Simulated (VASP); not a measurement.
A run of VASP 6.6.1:

File POSCAR:

```
MgF2
1.0
    4.6259220147      0.0000000000      0.0000000000
    0.0000000000      4.6259220147      0.0000000000
    0.0000000000      0.0000000000      3.0493542718
Mg F
2 4
Direct
    0.0000000000      0.0000000000      0.0000000000
    0.5000000000      0.5000000000      0.5000000000
    0.3029444585      0.3029444585      0.0000000000
    0.1970555415      0.8029444585      0.5000000000
    0.6970555415      0.6970555415      0.0000000000
    0.8029444585      0.1970555415      0.5000000000
```

Contents of INCAR.step1:

```
SYSTEM = MgF2
  PREC = Accurate
  ENCUT = 660
  ISMEAR = -1
  SIGMA = 0.02
  LREAL = .FALSE.
  LASPH = .TRUE.
  NELM = 120
  NBANDS = 25
  GGA = PE
  ALGO = Normal
  EDIFF = 1E-5
  LWAVE = .TRUE.
  LCHARG = .FALSE.
  GGA_COMPAT = .FALSE.
```

The input INCAR.step2:

```
SYSTEM = MgF2
  PREC = Accurate
  ENCUT = 660
  EDIFF = 1E-6
  ISMEAR = -1
  SIGMA = 0.02
  LREAL = .FALSE.
  LASPH = .TRUE.
  NELM = 120
  ALGO = Normal
  ISIF = 2
  LWAVE = .FALSE.
  LCHARG = .FALSE.
  METAGGA = R2SCAN
  LMIXTAU = .TRUE.
  NBANDS = 25
  ISTART = 1
  GGA_COMPAT = .FALSE.
```

File KPOINTS:

```
regular mesh
0
G
  6 6 8
  0 0 0
```

Potentials or basis: VASP PAW PBE potentials, release 64 (Mg, F).

Run with:

```bash
$ cat potpaw_PBE.64/Mg/POTCAR potpaw_PBE.64/F/POTCAR > POTCAR
$ cp INCAR.step1 INCAR
$ mpirun -np 1 vasp_std > vasp.out
$ cp INCAR.step2 INCAR
$ mpirun -np 1 vasp_std > vasp.out
```

Hardware: 1 thread of Oxide Virtual Turin-like Processor, with other jobs on the host.

**Question.** Estimate the wall time of this run.

**Answer.** Wall time 5.6 min on 1 thread of Oxide Virtual Turin-like Processor, on a shared host, peak memory 0.24 GiB. Counts: k points 50.
